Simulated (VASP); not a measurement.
YRh, 2 atoms in the cell. The structure is cubic, space group Pm-3m (No. 221). The conventional cell has a = 3.407 Å, b = 3.407 Å, c = 3.407 Å, α = 90.00°, β = 90.00°, γ = 90.00°. Within 3.9 Å of Y (site symmetry m-3m) lie 8 Rh at 2.95 Å and 6 Y at 3.41 Å. Within 3.9 Å of Rh (site symmetry m-3m) lie 8 Y at 2.95 Å and 6 Rh at 3.41 Å. 

| Item | Value |
| --- | --- |
| Program | VASP 6.6.1 |
| Task | single point |
| Functional | PBEsol |
| Potentials or basis | VASP PAW PBE potentials, release 64 (Y_sv, Rh_pv) |
| Cutoff | 500 eV |
| k mesh | 7 × 7 × 7 |
| Occupations | gaussian, width 0.2 eV |
| Spin | no spin polarisation |
| Dipole correction | no |
| Further INCAR settings | ALGO = Normal; EDIFF = 1e-06; NBANDS = 20 |

Potentials or basis: VASP PAW PBE potentials, release 64 (Y_sv, Rh_pv).

Launch:

```sh
$ cat potpaw_PBE.64/Y_sv/POTCAR potpaw_PBE.64/Rh_pv/POTCAR > POTCAR
$ mpirun -np 1 vasp_std > vasp.out
```

Hardware: 1 thread of Intel Xeon 8259CL (shared host).

Question: How long does it take, and how much memory?

Answer: Wall time 49 s on 1 thread of Intel Xeon 8259CL, on a shared host, peak memory 0.18 GiB. Counts: scf iterations 13, k points 20.
